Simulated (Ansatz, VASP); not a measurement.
## MoN2: VASP beside Ansatz

```
Mo N
1.0
     4.28665   -0.02143    0.00000
    -0.02143    4.28665    0.00000
     0.00000    0.00000    2.72843
Mo N
2 4
Direct
  0.50000 0.50000 0.00000
  0.00000 0.00000 0.00000
  0.88730 0.38730 0.50000
  0.11270 0.61270 0.50000
  0.38730 0.11270 0.50000
  0.61270 0.88730 0.50000
```

Change from the starting cell: strain -0.0100 x Voigt [0, 0, 0, 0, 0, 1], atoms carried along.

Alike in both runs: task single point; functional PBEsol; k mesh 12 × 12 × 18; occupations gaussian, width 0.15 eV; no spin polarisation.

```csv
,VASP,Ansatz
version,VASP 6.6.1,Ansatz 0.2.0
potentials or method,"VASP PAW PBE potentials, release 64 (Mo_sv, N), cutoff 520 eV","scalar-relativistic, plane waves, PAW"
valence electrons in the cell,48,48
```

Ansatz gave:

| Quantity | Value |
| --- | --- |
| gap on the k mesh at the Fermi level (eV) | none |
| pressure (GPa) | 0.1 |
| traceless stress, the component that is largest in VASP (GPa) | 3.04 |
| rms of the force components (eV/Å) | 0.050 |

**Question.** What did VASP give for the same quantities?

**Answer.** gap on the k mesh at the Fermi level (eV): none; pressure (GPa): 0.8; traceless stress, the component that is largest in VASP (GPa): 3.06; rms of the force components (eV/Å): 0.085.

VASP's potentials were made for PBE, not for PBEsol. Atom by atom the forces differ by 0.058 eV/Å (rms over components). A gap of «none» marks a metal or a gap that the smearing closes.
